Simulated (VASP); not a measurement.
# HfO2 (R-3m) in VASP: notebook

HfO2 is run at these levels: PBEsol; tasks: single point.

Everything below comes from runs of VASP 6.6.1. Logs are shortened: lines on timing, memory, paths and dates and some standing lists are left out, and cuts for length are marked.

## 1. The cell of the first run

The structure is trigonal, space group R-3m (No. 166). The conventional cell has a = 3.533 Å, b = 3.533 Å, c = 9.379 Å, α = 90.00°, β = 90.00°, γ = 120.00°. Within 2.9 Å of Hf (site symmetry -3m) lie 8 O at 2.18 to 2.34 Å. Within 2.9 Å of O (site symmetry 3m) lie 4 Hf at 2.18 to 2.34 Å and 6 O at 2.57 Å.

## 2. Single point, PBEsol

The input, INCAR:

```
ALGO = Normal
EDIFF = 1E-7
ENCUT = 520
GGA = PS
ISIF = 2
ISMEAR = 0
LASPH = True
LCHARG = True
LELF = True
LREAL = False
LVHAR = True
LWAVE = False
NBANDS = 18
NELM = 100
PREC = Accurate
SIGMA = 0.05
```

The input, KPOINTS:

```
k-points
0
Gamma
  8 8 8
```

The input, POSCAR:

```
HfO2
1.0
    0.1394029592      2.6376638764      2.6376638764
    2.6376638764      0.1394029592      2.6376638764
    2.6376638764      2.6376638764      0.1394029592
Hf O
1 2
Direct
    0.0000000000      0.0000000000      0.0000000000
    0.2500000000      0.2500000000      0.2500000000
    0.7500000000      0.7500000000      0.7500000000
```

Potentials or basis: VASP PAW PBE potentials, release 64 (Hf_pv, O).

Run with:

```
$ cat potpaw_PBE.64/Hf_pv/POTCAR potpaw_PBE.64/O/POTCAR > POTCAR
$ mpirun -np 1 vasp_std > vasp.out
```

OUTCAR:

```text
EDIFF = 1E-7
   ENCUT = 520
   GGA = PS
   ISIF = 2
   ISMEAR = 0
   LASPH = True
   LREAL = False
   NELM = 100
   PREC = Accurate

 ion  position               nearest neighbor table
   1  0.000  0.000  0.000-   3 2.18   3 2.18   3 2.18   2 2.18   2 2.18   2 2.18   3 2.34   2 2.34

   2  0.250  0.250  0.250-   1 2.18   1 2.18   1 2.18   1 2.34
   3  0.750  0.750  0.750-   1 2.18   1 2.18   1 2.18   1 2.34

  LATTYP: Found a trigonal (rhomboedric) cell.
 ALAT       =     3.7328239491
 COS(alpha) =     0.5520798786

  Lattice vectors:

 A1 = (   0.1394029592,   2.6376638764,   2.6376638764)
 A2 = (   2.6376638764,   0.1394029592,   2.6376638764)
 A3 = (   2.6376638764,   2.6376638764,   0.1394029592)

Analysis of symmetry for initial positions (statically):
=====================================================================
 Subroutine PRICEL returns:
 Original cell was already a primitive cell.

 Routine SETGRP: Setting up the symmetry group for a
 trigonal (rhombohedral) supercell.

 Subroutine GETGRP returns: Found 12 space group operations
 (whereof 12 operations were pure point group operations)
 out of a pool of 12 trial point group operations.

The static configuration has the point symmetry D_3d.

Analysis of symmetry for dynamics (positions and initial velocities):
=====================================================================
 Subroutine PRICEL returns:
 Original cell was already a primitive cell.

 Routine SETGRP: Setting up the symmetry group for a
 trigonal (rhombohedral) supercell.

 Subroutine GETGRP returns: Found 12 space group operations
 (whereof 12 operations were pure point group operations)
 out of a pool of 12 trial point group operations.

The dynamic configuration has the point symmetry D_3d.

 Subroutine INISYM returns: Found 12 space group operations
 (whereof 12 operations are pure point group operations),
 and found     1 'primitive' translations

----------------------------------------------------------------------------------------

                                     Primitive cell

  volume of cell :      33.7950

  direct lattice vectors                    reciprocal lattice vectors
     0.139402959  2.637663876  2.637663876    -0.205291834  0.194986613  0.194986613
     2.637663876  0.139402959  2.637663876     0.194986613 -0.205291834  0.194986613
     2.637663876  2.637663876  0.139402959     0.194986613  0.194986613 -0.205291834

  length of vectors
     3.732823949  3.732823949  3.732823949     0.343779428  0.343779428  0.343779428

  position of ions in fractional coordinates (direct lattice)
     0.000000000  0.000000000  0.000000000
     0.250000000  0.250000000  0.250000000
     0.750000000  0.750000000  0.750000000

  ion indices of the primitive-cell ions
   primitive index   ion index
                 1           1
                 2           2
                 3           3

----------------------------------------------------------------------------------------

 KPOINTS: k-points

Automatic generation of k-mesh.
 Grid dimensions read from file:
 generate k-points for:    8    8    8

 Generating k-lattice:

  Cartesian coordinates                     Fractional coordinates (reciprocal lattice)
    -0.025661479  0.024373327  0.024373327     0.125000000 -0.000000000 -0.000000000
     0.024373327 -0.025661479  0.024373327    -0.000000000  0.125000000 -0.000000000
     0.024373327  0.024373327 -0.025661479    -0.000000000 -0.000000000  0.125000000

  Length of vectors
     0.042972429  0.042972429  0.042972429

  Shift w.r.t. Gamma in fractional coordinates (k-lattice)
     0.000000000  0.000000000  0.000000000

 Subroutine IBZKPT returns following result:
 ===========================================

 Found     65 irreducible k-points:

 Following reciprocal coordinates:
            Coordinates               Weight
  0.000000  0.000000  0.000000      1.000000
  0.125000  0.000000 -0.000000      6.000000
  0.250000  0.000000 -0.000000      6.000000
  0.375000  0.000000 -0.000000      6.000000
  0.500000  0.000000 -0.000000      3.000000
  0.125000  0.125000  0.000000      6.000000
[... 16 lines left out ...]
  0.250000  0.125000  0.125000      6.000000
  0.375000  0.125000  0.125000      6.000000
 [... further k-points ...]
   k-points           NKPTS =     65   k-points in BZ     NKDIM =     65   number of bands    NBANDS=     18
   number of dos      NEDOS =    301   number of ions     NIONS =      3
   total plane-waves  NPLWV =  21952
   dimension x,y,z NGX =    28 NGY =   28 NGZ =   28
   dimension x,y,z NGXF=    56 NGYF=   56 NGZF=   56
   ions per type =               1   2
   NGX,Y,Z   is equivalent  to a cutoff of  12.47, 12.47, 12.47 a.u.
   NGXF,Y,Z  is equivalent  to a cutoff of  24.94, 24.94, 24.94 a.u.
 SYSTEM =  unknown system
   PREC   = accura    normal or accurate (medium, high low for compatibility)
   ISTART =      0    job   : 0-new  1-cont  2-samecut
   ICHARG =      2    charge: 1-file 2-atom 10-const
   ISPIN  =      1    spin polarized calculation?
   LNONCOLLINEAR =      F non collinear calculations
   LSORBIT =      F    spin-orbit coupling
   LASPH  =      T    aspherical Exc in radial PAW
   ENCUT  =  520.0 eV  38.22 Ry    6.18 a.u.   6.94  6.94  6.94*2*pi/ulx,y,z
   NELM   =    100;   NELMIN=  2; NELMDL= -5     # of ELM steps
   EDIFF  = 0.1E-06   stopping-criterion for ELM
   LREAL  =      F    real-space projection
   EDIFFG = 0.1E-05   stopping-criterion for IOM
   NSW    =      0    number of steps for IOM
   IBRION =     -1    ionic relax: 0-MD 1-quasi-New 2-CG
   NFREE  =      0    steps in history (QN), initial steepest desc. (CG)
   ISIF   =      2    stress and relaxation
   ISYM   =      2    0-nonsym 1-usesym 2-fastsym
   POTIM  = 0.5000    time-step for ionic-motion
   TEBEG  =    0.0;   TEEND  =   0.0 temperature during run
   PSTRESS=    0.0 pullay stress
   NELECT =      22.0000    total number of electrons
   NUPDOWN=      -1.0000    fix difference up-down
   EMIN   =  10.00;   EMAX   =-10.00  energy-range for DOS
   EFERMI =   0.00;   METHOD = LEGACY
   ISMEAR =     0;   SIGMA  =   0.05  broadening in eV -4-tet -1-fermi 0-gaus
   EFERMI_NEDOS =   21; number of points for ismear=-14 and -15
   IALGO  =     38    algorithm
   IMIX   =      4    mixing-type and parameters
     AMIX     =   0.40;   BMIX     =  1.00
     AMIX_MAG =   1.60;   BMIX_MAG =  1.00
  volume/ion in A,a.u.               =      11.27        76.02
  Fermi-wavevector in a.u.,A,eV,Ry     =   1.418834  2.681207 27.389750  2.013090
  Thomas-Fermi vector in A             =   2.539918
   LORBIT       =      0    0 simple, 1 ext, 2 COOP (PROOUT), +10 PAW based schemes
   GGA     = PS    functional components
   LHFCALC =     F    Hartree Fock is set to
   AEXX    =    0.0000 exact exchange contribution
   IVDW    =     0    specifies the selected vdW correction
   LEPSILON=     F    determine dielectric tensor
   LRPA    =     F    only Hartree local field effects (RPA)
 non-spin polarized calculation
 Gauss-broadening in eV      SIGMA  =   0.05
  energy-cutoff  :      520.00
  volume of cell :       33.80
 maximum number of plane-waves:       933
   NGX = 13   NGY = 13   NGZ = 13

 number of electron      21.9999991 magnetization

 Free energy of the ion-electron system (eV)
  ---------------------------------------------------
  ext. energy  EPLUGINS =         0.00000000
  ---------------------------------------------------
  free energy    TOTEN  =       -31.47665345 eV

  energy without entropy =      -31.47665345  energy(sigma->0) =      -31.47665345

 E-fermi :   4.1226     XC(G=0): -11.9064

 val. band max:        3.7762237847   @ k =   0.5000   0.5000   0.0000
 cond. band min:       7.4130006265   @ k =   0.5000   0.5000   0.0000
 fundamental gap:      3.6367768418
 Fermi energy:         4.1226185827

 k-point     1 :       0.0000    0.0000    0.0000
  band No.  band energies     occupation
      1     -26.0112      2.00000
      2     -25.9444      2.00000
      3     -25.9444      2.00000
      4     -14.6614      2.00000
      5     -11.7420      2.00000
      6      -1.4800      2.00000
[... 10 lines left out ...]
     17      14.0462      0.00000
     18      16.2838      0.00000

 k-point     2 :       0.1250    0.0000   -0.0000
  band No.  band energies     occupation
      1     -26.0235      2.00000
      2     -26.0014      2.00000
      3     -25.9537      2.00000
      4     -14.4513      2.00000
      5     -11.9147      2.00000
      6      -1.3102      2.00000
[... 10 lines left out ...]
     17      13.8196      0.00000
     18      16.8125      0.00000

 k-point     3 :       0.2500    0.0000   -0.0000
  band No.  band energies     occupation
      1     -26.1655      2.00000
      2     -26.0205      2.00000
      3     -25.9760      2.00000
      4     -13.9550      2.00000
      5     -12.2607      2.00000
      6      -0.9195      2.00000
[... 10 lines left out ...]
     17      13.3924      0.00000
     18      16.1773      0.00000

 k-point     4 :       0.3750    0.0000   -0.0000
  band No.  band energies     occupation
      1     -26.3103      2.00000
      2     -26.0292      2.00000
      3     -25.9982      2.00000
      4     -13.5476      2.00000
      5     -12.4382      2.00000
      6      -0.5290      2.00000
[... 375 lines left out ...]
      4     -14.5059      2.00000
      5     -11.8709      2.00000
      6      -1.2140      2.00000
[... 10 lines left out ...]
     17      13.8144      0.00000
     18      16.1693      0.00000

 k-point    23 :       0.2500    0.1250    0.1250
  band No.  band energies     occupation
      1     -26.0931      2.00000
      2     -26.0054      2.00000
      3     -25.9563      2.00000
      4     -14.2195      2.00000
      5     -12.0850      2.00000
      6      -1.2138      2.00000
[... 10 lines left out ...]
     17      13.7402      0.00000
     18      16.4063      0.00000

 k-point    24 :       0.3750    0.1250    0.1250
  band No.  band energies     occupation
      1     -26.1927      2.00000
      2     -26.0651      2.00000
      3     -25.9786      2.00000
      4     -13.7296      2.00000
      5     -12.3788      2.00000
      6      -1.0423      2.00000
[... 10 lines left out ...]
     17      13.3560      0.00000
     18      16.2687      0.00000

 [... further k-points ...]
[... 5 lines left out ...]
  --------------------------------------------------------------------------------------
  -------------------------------------------------------------------------------------
  Total       -2.9547902     -2.9547902     -2.9547902     -0.5758767     -0.5758767     -0.5758767
  in kB     -140.0827880   -140.0827880   -140.0827880    -27.3015710    -27.3015710    -27.3015710
  external PRESSURE =    -140.0827880 kB  Pullay stress =       0.0000000 kB

 VOLUME and BASIS-vectors are now :
 -----------------------------------------------------------------------------
  energy-cutoff  :      520.00
  volume of cell :       33.80
      direct lattice vectors                 reciprocal lattice vectors
     0.139402959  2.637663876  2.637663876    -0.205291834  0.194986613  0.194986613
     2.637663876  0.139402959  2.637663876     0.194986613 -0.205291834  0.194986613
     2.637663876  2.637663876  0.139402959     0.194986613  0.194986613 -0.205291834

 POSITION                                       TOTAL-FORCE (eV/Angst)
 -----------------------------------------------------------------------------------
      0.00000      0.00000      0.00000        -0.000000      0.000000     -0.000000
      1.35368      1.35368      1.35368        -0.144741     -0.144741     -0.144741
      4.06105      4.06105      4.06105         0.144741      0.144741      0.144741
 -----------------------------------------------------------------------------------
    total drift:                                0.000000      0.000000      0.000000

  FREE ENERGIE OF THE ION-ELECTRON SYSTEM (eV)
  ---------------------------------------------------
  free  energy   TOTEN  =       -31.4766534493 eV

  energy  without entropy=      -31.4766534493  energy(sigma->0) =      -31.47665345
```

Wall time 18 s (1 thread of Intel Xeon 6975P-C (Granite Rapids), shared host); peak memory 0.17 GiB.

What came out:

```yaml
Free_energy: -31.4767 eV
Pressure: -14.0 GPa
Largest_force: 0.251 eV/Å
Band_gap_on_the_k_mesh: 3.64 eV, direct
```

Forces in eV/Å, atoms in the order of the input:
```
Hf   0.000  0.000  0.000
O   -0.145 -0.145 -0.145
O    0.145  0.145  0.145
```

Levels at points of the mesh, in eV from the valence-band top:
| k point | band 8 | band 9 | band 10 | band 11 | band 12 | band 13 | band 14 | band 15 |
| --- | --- | --- | --- | --- | --- | --- | --- | --- |
| (0.00, 0.00, 0.00) | -5.11 | -0.62 | -0.62 | -0.47 | 3.76 | 3.76 | 5.37 | 9.49 |
| (0.50, 0.00, 0.00) | -3.15 | -2.64 | -1.88 | -1.71 | 4.32 | 4.74 | 6.83 | 8.48 |
| (0.50, 0.50, 0.00) | -3.18 | -1.83 | -1.14 | 0.00 | 3.64 | 5.34 | 5.96 | 7.72 |
| (0.50, 0.50, 0.50) | -2.78 | -2.73 | -1.68 | -1.68 | 4.31 | 4.31 | 5.91 | 8.82 |

Caveat: the PAW data sets were made with another functional, which shifts forces and pressure a little; spin-orbit coupling is left out, which moves the levels of the heavy elements.

[end of part 1 of 2]
